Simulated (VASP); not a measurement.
Wanted: the native input for a VASP 6.6.1 run.

```yaml
Task: relaxation of cell and atoms
Functional: LDA
Potentials_or_basis: VASP PAW LDA potentials, release 64 (Ti_sv)
Cutoff: 600 eV
k_mesh: 10 × 10 × 5
Occupations: fermi-dirac, width 0.05 eV
Spin: no spin polarisation
Dipole_correction: no
Further_INCAR_settings: ALGO = Normal; EDIFF = 1e-06; IBRION = 2; EDIFFG = -0.01; NSW = 60; ISIF = 3
```

The structure of Ti lies in POSCAR:

```
Ti
1.0
    2.9500000000      0.0000000000      0.0000000000
   -1.4750000000      2.5547700000      0.0000000000
    0.0000000000      0.0000000000      4.6800000000
Ti
2
Direct
    0.3333333333      0.6666666667      0.2500000000
    0.6666666667      0.3333333333      0.7500000000
```

The input as run:

INCAR

```
PREC = Accurate
ENCUT = 600
EDIFF = 1E-6
ISMEAR = -1
SIGMA = 0.05
LREAL = F
LASPH = T
NELM = 100
ALGO = Normal
ISIF = 3
LWAVE = F
LCHARG = F
GGA = CA
IBRION = 2
NSW = 60
EDIFFG = -0.01
```

KPOINTS

```
regular mesh
0
Gamma
  10 10 5
```

Potentials or basis: VASP PAW LDA potentials, release 64 (Ti_sv).

The run is started by

```console
$ cat potpaw_LDA.64/Ti_sv/POTCAR > POTCAR
$ mpirun -np 1 vasp_std > vasp.out
```

It gave:

The relaxed volume is 16.06 Å³/atom. The relaxed cell is a = 2.866 Å, b = 2.866 Å, c = 4.518 Å, α = 90.00°, β = 90.00°, γ = 120.00° and the space group after relaxing (to 0.1 Å) is P6_3/mmc (No. 194). The energy gained by relaxing is 52.3 meV/atom, the ionic steps are 8 and the pressure after relaxing is 0.0 GPa. The band gap on the k mesh is zero (bands 12 and 13 overlap by 1.10 eV).

Wall time 3 min on 1 thread of Intel Xeon 8259CL, on a shared host, peak memory 0.16 GiB.
